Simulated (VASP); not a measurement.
# Al (Fm-3m) in VASP: single point with r2SCAN

Aim: the single point of Al with r2SCAN.

All numbers are computed with VASP 6.6.1; they aren't measurements. Logs are shortened: lines on timing, memory, paths and dates and some standing lists are left out, and cuts for length are marked.

## Step 1: The cell of the first run

Symmetry: Fm-3m, No. 225, cubic system. Conventional cell: a = 3.992 Å, b = 3.992 Å, c = 3.992 Å, α = 90.00°, β = 90.00°, γ = 90.00°. Within 3.7 Å of Al (site symmetry m-3m) lie 12 Al at 2.82 Å.

## Step 2: Single point, r2SCAN

The input, POSCAR:

```
Al
1.0
    0.0000000000      1.9957540404      1.9957540404
    1.9957540404      0.0000000000      1.9957540404
    1.9957540404      1.9957540404      0.0000000000
Al
1
Direct
    0.0000000000      0.0000000000      0.0000000000
```

The input, INCAR.step1:

```
PREC     = Accurate       # precision mode
ENCUT    = 520            # plane-wave cutoff, eV
ISMEAR   = 0              # smearing method
SIGMA    = 0.1            # smearing width, eV
LREAL    = F              # projectors in reciprocal space
LASPH    = T              # aspherical terms in the spheres
NELM     = 100            # most SCF steps
NBANDS   = 8              # bands
GGA      = PE             # functional
ALGO     = Normal         # electronic algorithm
EDIFF    = 1E-4           # SCF threshold, eV
LWAVE    = T              # write WAVECAR
LCHARG   = F              # write CHGCAR
```

The input, INCAR.step2:

```
PREC     = Accurate       # precision mode
ENCUT    = 520            # plane-wave cutoff, eV
EDIFF    = 1E-6           # SCF threshold, eV
ISMEAR   = 0              # smearing method
SIGMA    = 0.1            # smearing width, eV
LREAL    = F              # projectors in reciprocal space
LASPH    = T              # aspherical terms in the spheres
NELM     = 100            # most SCF steps
ALGO     = Normal         # electronic algorithm
ISIF     = 2              # what is computed and relaxed
LWAVE    = F              # write WAVECAR
LCHARG   = F              # write CHGCAR
METAGGA  = R2SCAN         # meta-GGA
LMIXTAU  = T            
NBANDS   = 8              # bands
ISTART   = 1
```

The input, KPOINTS:

```
regular mesh
0
Gamma
  34 34 34
```

Potentials or basis: VASP PAW PBE potentials, release 64 (Al).

Started as:

```sh
cat potpaw_PBE.64/Al/POTCAR > POTCAR
cp INCAR.step1 INCAR
mpirun -np 1 vasp_std > vasp.out
cp INCAR.step2 INCAR
mpirun -np 1 vasp_std > vasp.out
```

OUTCAR:

```text
PREC = Accurate
   ENCUT = 520
   EDIFF = 1E-6
   ISMEAR = 0
   LREAL = F
   LASPH = T
   NELM = 100
   ISIF = 2
   METAGGA = R2SCAN
   ISTART = 1

 ion  position               nearest neighbor table
   1  0.000  0.000  0.000-

  LATTYP: Found a face centered cubic cell.
 ALAT       =     3.9915080808

  Lattice vectors:

 A1 = (   0.0000000000,   1.9957540404,   1.9957540404)
 A2 = (   1.9957540404,   0.0000000000,   1.9957540404)
 A3 = (   1.9957540404,   1.9957540404,   0.0000000000)

Analysis of symmetry for initial positions (statically):
=====================================================================
 Subroutine PRICEL returns:
 Original cell was already a primitive cell.

 Routine SETGRP: Setting up the symmetry group for a
 face centered cubic supercell.

 Subroutine GETGRP returns: Found 48 space group operations
 (whereof 48 operations were pure point group operations)
 out of a pool of 48 trial point group operations.

The static configuration has the point symmetry O_h .

Analysis of symmetry for dynamics (positions and initial velocities):
=====================================================================
 Subroutine PRICEL returns:
 Original cell was already a primitive cell.

 Routine SETGRP: Setting up the symmetry group for a
 face centered cubic supercell.

 Subroutine GETGRP returns: Found 48 space group operations
 (whereof 48 operations were pure point group operations)
 out of a pool of 48 trial point group operations.

The dynamic configuration has the point symmetry O_h .

 Subroutine INISYM returns: Found 48 space group operations
 (whereof 48 operations are pure point group operations),
 and found     1 'primitive' translations

----------------------------------------------------------------------------------------

                                     Primitive cell

  volume of cell :      15.8983

  direct lattice vectors                    reciprocal lattice vectors
     0.000000000  1.995754040  1.995754040    -0.250531874  0.250531874  0.250531874
     1.995754040  0.000000000  1.995754040     0.250531874 -0.250531874  0.250531874
     1.995754040  1.995754040  0.000000000     0.250531874  0.250531874 -0.250531874

  length of vectors
     2.822422431  2.822422431  2.822422431     0.433933935  0.433933935  0.433933935

  position of ions in fractional coordinates (direct lattice)
     0.000000000  0.000000000  0.000000000

  ion indices of the primitive-cell ions
   primitive index   ion index
                 1           1

----------------------------------------------------------------------------------------

 KPOINTS: regular mesh

Automatic generation of k-mesh.
 Grid dimensions read from file:
 generate k-points for:   34   34   34

 Generating k-lattice:

  Cartesian coordinates                     Fractional coordinates (reciprocal lattice)
    -0.007368585  0.007368585  0.007368585     0.029411765  0.000000000  0.000000000
     0.007368585 -0.007368585  0.007368585     0.000000000  0.029411765  0.000000000
     0.007368585  0.007368585 -0.007368585     0.000000000  0.000000000  0.029411765

  Length of vectors
     0.012762763  0.012762763  0.012762763

  Shift w.r.t. Gamma in fractional coordinates (k-lattice)
     0.000000000  0.000000000  0.000000000

 Subroutine IBZKPT returns following result:
 ===========================================

 Found   1059 irreducible k-points:

 Following reciprocal coordinates:
            Coordinates               Weight
  0.000000  0.000000  0.000000      1.000000
  0.029412  0.000000  0.000000      8.000000
  0.058824  0.000000  0.000000      8.000000
  0.088235  0.000000  0.000000      8.000000
  0.117647  0.000000  0.000000      8.000000
  0.147059  0.000000  0.000000      8.000000
[... 16 lines left out ...]
  0.147059  0.029412  0.000000     24.000000
  0.176471  0.029412  0.000000     24.000000
 [... further k-points ...]
   k-points           NKPTS =   1059   k-points in BZ     NKDIM =   1059   number of bands    NBANDS=      8
   number of dos      NEDOS =    301   number of ions     NIONS =      1
   total plane-waves  NPLWV =  13824
   dimension x,y,z NGX =    24 NGY =   24 NGZ =   24
   dimension x,y,z NGXF=    48 NGYF=   48 NGZF=   48
   ions per type =               1
   NGX,Y,Z   is equivalent  to a cutoff of  14.14, 14.14, 14.14 a.u.
   NGXF,Y,Z  is equivalent  to a cutoff of  28.27, 28.27, 28.27 a.u.
 SYSTEM =  unknown system
   PREC   = accura    normal or accurate (medium, high low for compatibility)
   ISTART =      1    job   : 0-new  1-cont  2-samecut
   ICHARG =      0    charge: 1-file 2-atom 10-const
   ISPIN  =      1    spin polarized calculation?
   LNONCOLLINEAR =      F non collinear calculations
   LSORBIT =      F    spin-orbit coupling
   LASPH  =      T    aspherical Exc in radial PAW
   ENCUT  =  520.0 eV  38.22 Ry    6.18 a.u.   5.25  5.25  5.25*2*pi/ulx,y,z
   NELM   =    100;   NELMIN=  2; NELMDL=  0     # of ELM steps
   EDIFF  = 0.1E-05   stopping-criterion for ELM
   LREAL  =      F    real-space projection
   EDIFFG = 0.1E-04   stopping-criterion for IOM
   NSW    =      0    number of steps for IOM
   IBRION =     -1    ionic relax: 0-MD 1-quasi-New 2-CG
   NFREE  =      0    steps in history (QN), initial steepest desc. (CG)
   ISIF   =      2    stress and relaxation
   ISYM   =      2    0-nonsym 1-usesym 2-fastsym
   POTIM  = 0.5000    time-step for ionic-motion
   TEBEG  =    0.0;   TEEND  =   0.0 temperature during run
   PSTRESS=    0.0 pullay stress
   NELECT =       3.0000    total number of electrons
   NUPDOWN=      -1.0000    fix difference up-down
   EMIN   =  10.00;   EMAX   =-10.00  energy-range for DOS
   EFERMI =   0.00;   METHOD = LEGACY
   ISMEAR =     0;   SIGMA  =   0.10  broadening in eV -4-tet -1-fermi 0-gaus
   EFERMI_NEDOS =   21; number of points for ismear=-14 and -15
   IALGO  =     38    algorithm
   IMIX   =      4    mixing-type and parameters
     AMIX     =   0.40;   BMIX     =  1.00
     AMIX_MAG =   1.60;   BMIX_MAG =  1.00
  volume/ion in A,a.u.               =      15.90       107.29
  Fermi-wavevector in a.u.,A,eV,Ry     =   0.938999  1.774450 11.996504  0.881718
  Thomas-Fermi vector in A             =   2.066267
   LORBIT       =      0    0 simple, 1 ext, 2 COOP (PROOUT), +10 PAW based schemes
   METAGGA = R2SCAN    functional components
   LHFCALC =     F    Hartree Fock is set to
   AEXX    =    0.0000 exact exchange contribution
   IVDW    =     0    specifies the selected vdW correction
   LEPSILON=     F    determine dielectric tensor
   LRPA    =     F    only Hartree local field effects (RPA)
 non-spin polarized calculation
 Gauss-broadening in eV      SIGMA  =   0.10
  energy-cutoff  :      520.00
  volume of cell :       15.90
 maximum number of plane-waves:       444
 NGX is ok and might be reduce to    24
   NGX = 11   NGY = 11   NGZ = 11

 number of electron       3.0000000 magnetization

 Free energy of the ion-electron system (eV)
  ---------------------------------------------------
  ext. energy  EPLUGINS =         0.00000000
  ---------------------------------------------------
  free energy    TOTEN  =        -6.73919099 eV

  energy without entropy =       -6.73734804  energy(sigma->0) =       -6.73826951

 E-fermi :   8.4351     XC(G=0): -11.0453

 val. band max:        8.4341109664   @ k =   0.3824   0.0882   0.0000
 cond. band min:       8.4370854640   @ k =   0.4706   0.4412   0.0294
 fundamental gap:      0.0029744976
 Fermi energy:         8.4351249463

 k-point     1 :       0.0000    0.0000    0.0000
  band No.  band energies     occupation
      1      -3.6954      2.00000
      2      21.9436      0.00000
      3      21.9436      0.00000
      4      21.9436      0.00000
      5      24.1491      0.00000
      6      24.1491      0.00000
      7      24.1491      0.00000
      8      26.0422      0.00000

 k-point     2 :       0.0294    0.0000    0.0000
  band No.  band energies     occupation
      1      -3.6698      2.00000
      2      21.3885      0.00000
      3      21.8626      0.00000
      4      21.8626      0.00000
      5      24.2713      0.00000
      6      24.2713      0.00000
      7      24.3988      0.00000
      8      26.3285      0.00000

 k-point     3 :       0.0588    0.0000    0.0000
  band No.  band energies     occupation
      1      -3.5930      2.00000
      2      20.2790      0.00000
      3      21.6617      0.00000
      4      21.6617      0.00000
      5      24.5947      0.00000
      6      24.5948      0.00000
      7      24.6138      0.00000
      8      27.1675      0.00000

 k-point     4 :       0.0882    0.0000    0.0000
  band No.  band energies     occupation
      1      -3.4650      2.00000
      2      19.0287      0.00000
      3      21.4102      0.00000
      4      21.4102      0.00000
      5      24.6295      0.00000
      6      25.0461      0.00000
      7      25.0461      0.00000
      8      28.2596      0.00000

 k-point     5 :       0.1176    0.0000    0.0000
  band No.  band energies     occupation
      1      -3.2861      2.00000
      2      17.7441      0.00000
      3      21.1524      0.00000
      4      21.1524      0.00000
      5      24.5534      0.00000
      6      25.5657      0.00000
      7      25.5657      0.00000
      8      27.6385      0.00000
[... 177 lines left out ...]
 k-point    22 :       0.1176    0.0294    0.0000
  band No.  band energies     occupation
      1      -3.3287      2.00000
      2      18.1778      0.00000
      3      20.6653      0.00000
      4      21.4944      0.00000
      5      24.7576      0.00000
      6      24.8932      0.00000
      7      25.9754      0.00000
      8      27.0855      0.00000

 k-point    23 :       0.1471    0.0294    0.0000
  band No.  band energies     occupation
      1      -3.1160      2.00000
      2      16.8969      0.00000
      3      20.3924      0.00000
      4      21.2985      0.00000
      5      24.7680      0.00000
      6      25.2723      0.00000
      7      26.4328      0.00000
      8      26.4981      0.00000

 k-point    24 :       0.1765    0.0294    0.0000
  band No.  band energies     occupation
      1      -2.8526      2.00000
      2      15.6265      0.00000
      3      20.1529      0.00000
      4      21.1034      0.00000
      5      24.6484      0.00000
      6      25.4092      0.00000
      7      26.2291      0.00000
      8      26.6702      0.00000

 [... further k-points ...]

------------------------ aborting loop because EDIFF is reached ----------------------------------------

  FORCE on cell =-STRESS in cart. coord.  units (eV):
  Direction    XX          YY          ZZ          XY          YZ          ZX
  --------------------------------------------------------------------------------------
  -------------------------------------------------------------------------------------
  Total       -0.0230374     -0.0230374     -0.0230374     -0.0000000     -0.0000000     -0.0000000
  in kB       -2.3216331     -2.3216331     -2.3216331     -0.0000000     -0.0000000     -0.0000000
  external PRESSURE =      -2.3216331 kB  Pullay stress =       0.0000000 kB

 VOLUME and BASIS-vectors are now :
 -----------------------------------------------------------------------------
  energy-cutoff  :      520.00
  volume of cell :       15.90
      direct lattice vectors                 reciprocal lattice vectors
     0.000000000  1.995754040  1.995754040    -0.250531874  0.250531874  0.250531874
     1.995754040  0.000000000  1.995754040     0.250531874 -0.250531874  0.250531874
     1.995754040  1.995754040  0.000000000     0.250531874  0.250531874 -0.250531874

 POSITION                                       TOTAL-FORCE (eV/Angst)
 -----------------------------------------------------------------------------------
      0.00000      0.00000      0.00000         0.000000      0.000000      0.000000
 -----------------------------------------------------------------------------------
    total drift:                                0.000000     -0.000000     -0.000000

  FREE ENERGIE OF THE ION-ELECTRON SYSTEM (eV)
  ---------------------------------------------------
  free  energy   TOTEN  =        -6.7391909868 eV

  energy  without entropy=       -6.7373480370  energy(sigma->0) =       -6.73826951
```

Wall time 6.5 min (1 thread of Intel Xeon 8259CL, shared host); peak memory 0.23 GiB.

Results:

| Quantity | Value |
| --- | --- |
| Free energy | -6.7392 eV |
| Pressure | -0.2 GPa |
| Band gap on the k mesh | zero (an odd number of electrons rules out a gap without spin polarisation) |

Caveat: the PAW data sets were made with another functional, which shifts forces and pressure a little.
